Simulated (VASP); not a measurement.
# GaN (P6_3mc) in VASP: a series of runs, part 2 of 2

VASP 6.6.1. Earlier steps stand in the parts before.

### Step 4. Single point, r2SCAN

File POSCAR:

```
GaN
1.0
    3.1136382519      0.0000000000      0.0000000000
   -1.5568191260      2.6964898244      0.0000000000
    0.0000000000      0.0000000000      5.0711037698
Ga N
2 2
Direct
    0.3333333333      0.6666666667     -0.0007797268
    0.6666666667      0.3333333333      0.4992202732
    0.3333333333      0.6666666667      0.3757797268
    0.6666666667      0.3333333333      0.8757797268
```

File INCAR.step1:

```
PREC = Accurate ; ENCUT = 910
ISMEAR = 0 ; SIGMA = 0.01
LREAL = F ; LASPH = T
NELM = 120 ; NBANDS = 26
GGA = PE ; ALGO = Normal
EDIFF = 1E-5 ; LWAVE = T
LCHARG = F ; GGA_COMPAT = F
```

File INCAR.step2:

```
PREC = Accurate ; ENCUT = 910
EDIFF = 1E-6 ; ISMEAR = 0
SIGMA = 0.01 ; LREAL = F
LASPH = T ; NELM = 120
ALGO = Normal ; ISIF = 2
LWAVE = F ; LCHARG = T
METAGGA = R2SCAN ; LMIXTAU = T
LELF = T ; LVHAR = T
NBANDS = 26 ; ISTART = 1
GGA_COMPAT = F
```

File KPOINTS:

```
regular mesh
0
Gamma
  8 8 4
```

Potentials or basis: VASP PAW PBE potentials, release 64 (Ga_d, N_h).

Started as:

```bash
> cat potpaw_PBE.64/Ga_d/POTCAR potpaw_PBE.64/N_h/POTCAR > POTCAR
> cp INCAR.step1 INCAR
> mpirun -np 1 vasp_std > vasp.out
> cp INCAR.step2 INCAR
> mpirun -np 1 vasp_std > vasp.out
```

OUTCAR:

```text
PREC = Accurate
   ENCUT = 910
   EDIFF = 1E-6
   ISMEAR = 0
   LREAL = F
   LASPH = T
   NELM = 120
   ISIF = 2
   METAGGA = R2SCAN
   ISTART = 1

 ion  position               nearest neighbor table
   1  0.333  0.667  0.999-   4 1.90   4 1.90   4 1.90   3 1.91
   2  0.667  0.333  0.499-   3 1.90   3 1.90   3 1.90   4 1.91
   3  0.333  0.667  0.376-   2 1.90   2 1.90   2 1.90   1 1.91
   4  0.667  0.333  0.876-   1 1.90   1 1.90   1 1.90   2 1.91

  LATTYP: Found a hexagonal cell.
 ALAT       =     3.1136382519
 C/A-ratio  =     1.6286746756

  Lattice vectors:

 A1 = (   3.1136382519,   0.0000000000,   0.0000000000)
 A2 = (  -1.5568191260,   2.6964898244,   0.0000000000)
 A3 = (   0.0000000000,   0.0000000000,   5.0711037698)

Analysis of symmetry for initial positions (statically):
=====================================================================
 Subroutine PRICEL returns:
 Original cell was already a primitive cell.

 Routine SETGRP: Setting up the symmetry group for a
 hexagonal supercell.

[... 166 lines left out ...]
  ---------------------------------------------------
  ext. energy  EPLUGINS =         0.00000000
  ---------------------------------------------------
  free energy    TOTEN  =       -43.66761426 eV

  energy without entropy =      -43.66761426  energy(sigma->0) =      -43.66761426

 E-fermi :   6.2731     XC(G=0): -13.0519

 val. band max:        6.1681840760   @ k =   0.0000   0.0000   0.0000
 cond. band min:       8.9658958861   @ k =   0.0000   0.0000   0.0000
 fundamental gap:      2.7977118101
 Fermi energy:         6.2730551474

 k-point     1 :       0.0000    0.0000    0.0000
  band No.  band energies     occupation
      1     -11.2473      2.00000
      2     -10.0382      2.00000
      3      -7.7289      2.00000
      4      -7.7108      2.00000
      5      -7.7108      2.00000
      6      -7.6271      2.00000
[... 685 lines left out ...]
     25      19.6147      0.00000
     26      19.6147      0.00000

 [... further k-points ...]
[... 5 lines left out ...]
  --------------------------------------------------------------------------------------
  -------------------------------------------------------------------------------------
  Total        4.3035463      4.3035463      4.3109659     -0.0000000      0.0000000      0.0000000
  in kB      161.9450302    161.9450303    162.2242351     -0.0000000      0.0000000      0.0000000
  external PRESSURE =     162.0380985 kB  Pullay stress =       0.0000000 kB

 VOLUME and BASIS-vectors are now :
 -----------------------------------------------------------------------------
  energy-cutoff  :      910.00
  volume of cell :       42.58
      direct lattice vectors                 reciprocal lattice vectors
     3.113638252  0.000000000  0.000000000     0.321167688  0.185426251  0.000000000
    -1.556819126  2.696489824  0.000000000     0.000000000  0.370852503  0.000000000
     0.000000000  0.000000000  5.071103770     0.000000000  0.000000000  0.197195728

 POSITION                                       TOTAL-FORCE (eV/Angst)
 -----------------------------------------------------------------------------------
     -0.00000      1.79766      5.06715         0.000000     -0.000000     -0.003374
      1.55682      0.89883      2.53160        -0.000000      0.000000     -0.003374
     -0.00000      1.79766      1.90562         0.000000      0.000000      0.003374
      1.55682      0.89883      4.44117         0.000000      0.000000      0.003374
 -----------------------------------------------------------------------------------
    total drift:                                0.000000      0.000000     -0.027378

  FREE ENERGIE OF THE ION-ELECTRON SYSTEM (eV)
  ---------------------------------------------------
  free  energy   TOTEN  =       -43.6676142594 eV

  energy  without entropy=      -43.6676142594  energy(sigma->0) =      -43.66761426
```

OSZICAR.step1:

```text
N       E                     dE             d eps       ncg     rms          rms(c)
DAV:   1     0.368132830033E+03    0.36813E+03   -0.24459E+04  1672   0.370E+03
DAV:   2     0.330185417495E+02   -0.33511E+03   -0.31683E+03  1616   0.658E+02
DAV:   3    -0.246193717685E+02   -0.57638E+02   -0.56151E+02  1920   0.185E+02
DAV:   4    -0.282225396227E+02   -0.36032E+01   -0.35638E+01  1872   0.445E+01
DAV:   5    -0.283112194112E+02   -0.88680E-01   -0.88430E-01  1964   0.641E+00    0.112E+01
DAV:   6    -0.239877200417E+02    0.43235E+01   -0.99261E+00  2688   0.517E+01    0.266E+00
DAV:   7    -0.240830932463E+02   -0.95373E-01   -0.15137E+00  1648   0.837E+00    0.200E+00
DAV:   8    -0.240830282252E+02    0.65021E-04   -0.13853E-01  2658   0.585E+00    0.771E-01
DAV:   9    -0.240685887001E+02    0.14440E-01   -0.63494E-02  2532   0.467E+00    0.117E-01
DAV:  10    -0.240689277081E+02   -0.33901E-03   -0.39796E-03  1888   0.577E-01    0.632E-02
DAV:  11    -0.240690412142E+02   -0.11351E-03   -0.40569E-04  2226   0.169E-01    0.204E-02
DAV:  12    -0.240690460688E+02   -0.48546E-05   -0.25900E-05  1676   0.545E-02
   1 F= -.24069046E+02 E0= -.24069046E+02  d E =-.256156E-70
```

Run time: 2.5 min. Hardware: 1 thread of Intel Xeon 6975P-C (Granite Rapids), shared host; peak memory 0.26 GiB.

What came out:

* Free energy: -43.6676 eV
* Pressure: 16.2 GPa
* Largest force: 0.003 eV/Å
* Band gap on the k mesh: 2.80 eV, direct

Forces in eV/Å, atoms in the order of the input:
```
Ga   0.000  0.000 -0.003
Ga   0.000  0.000 -0.003
N    0.000  0.000  0.003
N    0.000  0.000  0.003
```

Caveat: the cutoff is under 1.25 times the usual one of these potentials, so pressure, stress and relaxed cells hold a basis-set (Pulay) error; the PAW data sets were made with another functional, which shifts forces and pressure a little.
